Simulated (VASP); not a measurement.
Set up this calculation in VASP 6.6.1, as the native input.

```
Task                   : single point
Functional             : PBEsol
Potentials or basis    : VASP PAW PBE potentials, release 64 (Sn_d, Te)
Cutoff                 : 520 eV
k mesh                 : 5 × 5 × 5
Occupations            : gaussian, width 0.01 eV
Spin                   : no spin polarisation
Dipole correction      : no
Further INCAR settings : ALGO = Normal; EDIFF = 1e-06; NBANDS = 17
```

The structure of SnTe lies in POSCAR:

```
SnTe
1.0
    0.0000000000      3.1508500000      3.1508500000
    3.1508500000      0.0000000000      3.1508500000
    3.1508500000      3.1508500000      0.0000000000
Sn Te
1 1
Direct
    0.0000000000      0.0000000000      0.0000000000
    0.5000000000      0.5000000000      0.5000000000
```

The input as run:

INCAR

```
PREC = Accurate
ENCUT = 520
EDIFF = 1E-6
ISMEAR = 0
SIGMA = 0.01
LREAL = False
LASPH = True
NELM = 80
ALGO = Normal
ISIF = 2
LWAVE = False
LCHARG = False
GGA = PS
NBANDS = 17
```

KPOINTS

```
Automatic mesh
0
Gamma
  5 5 5
```

Potentials or basis: VASP PAW PBE potentials, release 64 (Sn_d, Te).

The run is started by

```sh
$ cat potpaw_PBE.64/Sn_d/POTCAR potpaw_PBE.64/Te/POTCAR > POTCAR
$ mpirun -np 1 vasp_std > vasp.out
```

Results of the run:

```yaml
Pressure: -0.4 GPa
```

Caveat: the PAW data sets were made with another functional, which shifts forces and pressure a little.

It took 8.1 s on 1 thread of Intel(R) Xeon(R) Platinum 8488C (Sapphire Rapids), with other jobs on the host, peak memory 0.2 GiB.
